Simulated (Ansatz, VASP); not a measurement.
One calculation of Al3Cu, two programs

The input POSCAR:

```
Al3Cu
1.0
    2.7290346381      0.0000000000      0.0000000000
    0.0000000000      2.7290346381      0.0000000000
    0.0000000000      0.0000000000      7.8428619067
Al Cu
3 1
Direct
    0.0000000000      0.0000000000      0.5000000000
    0.5000000000      0.5000000000      0.2226430006
    0.5000000000      0.5000000000      0.7773569994
    0.0000000000      0.0000000000      0.0000000000
```

The input INCAR.step1:

```
SYSTEM = Al3Cu
ALGO = Normal ; EDIFF = 1E-4
ENCUT = 520 ; GGA = PE
ISMEAR = 0 ; LASPH = .True.
LCHARG = .False. ; LREAL = .False.
LWAVE = .True. ; NBANDS = 18
NELM = 80 ; PREC = Accurate
SIGMA = 0.15
```

Contents of INCAR.step2:

```
SYSTEM = Al3Cu
ALGO = Normal ; EDIFF = 1E-6
ENCUT = 520 ; ISIF = 2
ISMEAR = 0 ; ISTART = 1
LASPH = .True. ; LCHARG = .False.
LMIXTAU = .True. ; LREAL = .False.
LWAVE = .False. ; METAGGA = R2SCAN
NBANDS = 18 ; NELM = 80
PREC = Accurate ; SIGMA = 0.15
```

KPOINTS

```
k-points
0
Gamma
  18 18 8
  0 0 0
```

Input for Ansatz:

```yaml
crystal:
  lattice:
    - [2.7290346381, 0.0, 0.0]
    - [0.0, 2.7290346381, 0.0]
    - [0.0, 0.0, 7.8428619067]
  atoms:
    - { symbol: Al, position: [0.0, 0.0, 0.5] }
    - { symbol: Al, position: [0.5, 0.5, 0.2226430006] }
    - { symbol: Al, position: [0.5, 0.5, 0.7773569994] }
    - { symbol: Cu, position: [0.0, 0.0, 0.0] }
basis:
  ecutwfc: 500
kpoints:
  mp_grid: { grid: [18, 18, 8] }
hamiltonian:
  xc: r2scan
scf:
  occupations: { method: gaussian, width: 0.15 }
output:
  forces: true
  stress: true
  eigenvalues: true
```

Alike in both runs: task single point; functional r2SCAN; k mesh 18 × 18 × 8; occupations gaussian, width 0.15 eV; no spin polarisation.

|  | VASP | Ansatz |
| --- | --- | --- |
| version | VASP 6.6.1 | Ansatz 0.2.0 |
| potentials or method | VASP PAW PBE potentials, release 64 (Al, Cu), cutoff 520 eV | scalar-relativistic, plane waves, PAW |
| valence electrons in the cell | 20 | 28 |

```csv
,VASP,Ansatz,Ansatz less VASP
gap on the k mesh at the Fermi level (eV),none,none,-
pressure (GPa),0.2,0.4,+0.19
"traceless stress, the component that is largest in VASP (GPa)",-5.80,-5.90,-0.102
rms of the force components (eV/Å),0.056,0.048,-0.0075
```

VASP's potentials were made for PBE, not for r2SCAN. Atom by atom the forces differ by 0.008 eV/Å (rms over components). A gap of «none» marks a metal or a gap that the smearing closes. The functional is the same, so the differences come from potentials, cutoffs and numerics. VASP's potentials hold 20 valence electrons a cell and Ansatz's 28, so a difference there can come from the potentials and not from the codes.
